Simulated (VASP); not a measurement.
Wanted: the native input for a VASP 6.6.1 run.

```
Task                   : single point
Functional             : PBE
Potentials or basis    : VASP PAW PBE potentials, release 64 (Sr_sv, Cl)
Cutoff                 : 520 eV
k mesh                 : 6 × 6 × 6
Occupations            : gaussian, width 0.01 eV
Spin                   : no spin polarisation
Dipole correction      : no
Further INCAR settings : ALGO = Normal; EDIFF = 1e-06; NBANDS = 19
```

The structure of SrCl2 lies in POSCAR:

```
SrCl2
1.0
    0.0000000000      3.5192138379      3.5192138379
    3.5192138379      0.0000000000      3.5192138379
    3.5192138379      3.5192138379      0.0000000000
Sr Cl
1 2
Direct
    0.0000000000      0.0000000000      0.0000000000
    0.2500000000      0.2500000000      0.2500000000
    0.7500000000      0.7500000000      0.7500000000
```

These files were run (other wordings do the same):

INCAR

```
SYSTEM = SrCl2
  PREC = Accurate
  ENCUT = 520
  EDIFF = 1E-6
  ISMEAR = 0
  SIGMA = 0.01
  LREAL = .FALSE.
  LASPH = .TRUE.
  NELM = 100
  ALGO = Normal
  ISIF = 2
  LWAVE = .FALSE.
  LCHARG = .FALSE.
  GGA = PE
  NBANDS = 19
```

KPOINTS

```
Automatic mesh
0
G
  6 6 6
  0 0 0
```

Potentials or basis: VASP PAW PBE potentials, release 64 (Sr_sv, Cl).

Run with:

```bash
$ cat potpaw_PBE.64/Sr_sv/POTCAR potpaw_PBE.64/Cl/POTCAR > POTCAR
$ mpirun -np 1 vasp_std > vasp.out
```

It gave:

```json
{
 "Pressure": "0.1 GPa",
 "Band gap on the k mesh": "5.24 eV (least direct gap 5.52 eV)"
}
```

Run time: 49 s on 1 thread of Intel Xeon 8259CL, on a shared host, peak memory 0.24 GiB.
